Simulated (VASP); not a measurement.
Set up this calculation in VASP 6.6.1, as the native input.

* Task: single point
* Functional: PBE
* Potentials or basis: VASP PAW PBE potentials, release 64 (Zn, Se)
* Cutoff: 520 eV
* k mesh: 6 × 6 × 6
* Occupations: methfessel-paxton, width 0.01 eV
* Spin: no spin polarisation
* Dipole correction: no
* Further INCAR settings: ALGO = Normal; EDIFF = 1e-06; NBANDS = 16

The structure of ZnSe (Stilleite) lies in POSCAR:

```
ZnSe
1.0
    0.0000000000      2.7955007105      2.7955007105
    2.7955007105      0.0000000000      2.7955007105
    2.7955007105      2.7955007105      0.0000000000
Zn Se
1 1
Direct
    0.0000000000      0.0000000000      0.0000000000
    0.2500000000      0.2500000000      0.2500000000
```

The input as run:

INCAR

```
ALGO     = Normal         # electronic algorithm
EDIFF    = 1E-6           # SCF threshold, eV
ENCUT    = 520            # plane-wave cutoff, eV
GGA      = PE             # functional
ISIF     = 2              # what is computed and relaxed
ISMEAR   = 1              # smearing method
LASPH    = T              # aspherical terms in the spheres
LCHARG   = F              # write CHGCAR
LREAL    = F              # projectors in reciprocal space
LWAVE    = F              # write WAVECAR
NBANDS   = 16             # bands
NELM     = 60             # most SCF steps
PREC     = Accurate       # precision mode
SIGMA    = 0.01           # smearing width, eV
```

KPOINTS

```
k-points
0
Gamma
  6 6 6
```

Potentials or basis: VASP PAW PBE potentials, release 64 (Zn, Se).

Launch:

```console
$ cat potpaw_PBE.64/Zn/POTCAR potpaw_PBE.64/Se/POTCAR > POTCAR
$ mpirun -np 1 vasp_std > vasp.out
```

It gave:

```yaml
Pressure: 5.4 GPa
Band_gap_on_the_k_mesh: 1.46 eV, direct
```

Wall time 8.1 s on 1 thread of Intel Xeon 6975P-C (shared host), peak memory 0.17 GiB.
